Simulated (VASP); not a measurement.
# AlP3: single point with PBE

Crystal: AlP3.

```
Al P
1.0
     4.02521    0.00000    0.00000
     0.00000    4.02521    0.00000
     0.00000    0.00000    4.02521
Al P
1 3
Direct
  0.00000 0.00000 0.00000
  0.00000 0.50000 0.50000
  0.50000 0.00000 0.50000
  0.50000 0.50000 0.00000
```

| Quantity | Value |
| --- | --- |
| Program | VASP 6.6.1 |
| Task | single point |
| Functional | PBE |
| Potentials or basis | VASP PAW PBE potentials, release 64 (Al, P) |
| Cutoff | 520 eV |
| k mesh | 4 × 4 × 4 |
| Occupations | gaussian, width 0.1 eV |
| Spin | no spin polarisation |

* Pressure: -3.1 GPa
* Band gap on the k mesh: zero (band 9 reaches 12.32 eV, above the bottom of band 10 at 6.46 eV)

Levels at points of the mesh, in eV from the Fermi level:
| k point | band 6 | band 7 | band 8 | band 9 | band 10 | band 11 | band 12 | band 13 |
| --- | --- | --- | --- | --- | --- | --- | --- | --- |
| (0.00, 0.00, 0.00) | -5.35 | -2.35 | 0.64 | 0.64 | 0.64 | 2.56 | 2.56 | 2.56 |
| (0.50, 0.00, 0.00) | -3.16 | -2.72 | -2.72 | -2.00 | -1.20 | 2.51 | 2.51 | 3.84 |
| (0.50, 0.50, 0.00) | -1.83 | -1.83 | -1.83 | -1.64 | -1.64 | 1.31 | 1.44 | 3.85 |
| (0.50, 0.50, 0.50) | -6.38 | -6.38 | -4.08 | 4.22 | 4.22 | 4.22 | 4.26 | 4.26 |

It took 9.6 s on 1 thread of Intel(R) Xeon(R) Platinum 8375C CPU @ 2.90GHz (Ice Lake), on a shared host, peak memory 0.16 GiB.

Caveat: the k points lie up to 0.39 Å⁻¹ apart.
